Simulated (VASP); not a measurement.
The system is Te2Mo.

```
Te Mo
1.0
     3.58720    0.00000    0.00000
    -1.79360    3.10661    0.00000
     0.00000    0.00000   14.24766
Te Mo
4 2
Direct
  0.66667 0.33333 0.37900
  0.33333 0.66667 0.87900
  0.66667 0.33333 0.12100
  0.33333 0.66667 0.62100
  0.66667 0.33333 0.75000
  0.33333 0.66667 0.25000
```

```yaml
Program: VASP 6.6.1
Task: relaxation of cell and atoms
Functional: PBEsol
Potentials_or_basis: VASP PAW PBE potentials, release 64 (Te, Mo_sv)
Cutoff: 640 eV
k_mesh: 9 × 9 × 2
Occupations: gaussian, width 0.03 eV
Spin: no spin polarisation
```

At the start: pressure -6.1 GPa; volume 26.46 Å³/atom.

Task: Where does the relaxation end?

Result: Over 16 steps the energy falls by 35.4 meV/atom and the volume is 24.68 Å³/atom (-6.7 %); space group P6_3/mmc (No. 194, to 0.1 Å) before and after.

Step by step:
```
step  energy change (eV)  largest force (eV/Å)  pressure (GPa)  volume (Å³)
   1              0.0000                0.7963           -6.09       158.78
   2              0.4036                2.1414           13.49       136.77
   3             -0.2024                0.1114           -0.39       150.12
   4             -0.2026                0.1364           -0.24       149.92
   5             -0.2026                0.1578           -0.10       149.75
   6             -0.2131                0.0554            0.07       148.75
   7             -0.2135                0.0314            0.11       148.50
   8             -0.2134                0.0192           -0.21       148.86
   9             -0.2136                0.0109           -0.02       148.65
  10             -0.2136                0.0102           -0.02       148.61
  11             -0.2137                0.0080           -0.01       148.48
  12             -0.2138                0.0035            0.00       148.24
  13             -0.2137                0.0056            0.03       147.74
  14             -0.2138                0.0012            0.01       148.10
  15             -0.2122                0.0013            0.00       148.10
  16             -0.2122                0.0013            0.00       148.10
```

Final structure:
```
Te Mo
1.0
     3.49412    0.00000    0.00000
    -1.74706    3.02600    0.00000
     0.00000    0.00000   14.00688
Te Mo
4 2
Direct
  0.66667 0.33333 0.37902
  0.33333 0.66667 0.87902
  0.66667 0.33333 0.12098
  0.33333 0.66667 0.62098
  0.66667 0.33333 0.75000
  0.33333 0.66667 0.25000
```

Caveat: the PAW data sets were made with another functional, which shifts forces and pressure a little; this functional lacks dispersion, which binds the layers, so the pressure and a relaxed spacing across them are unreliable.
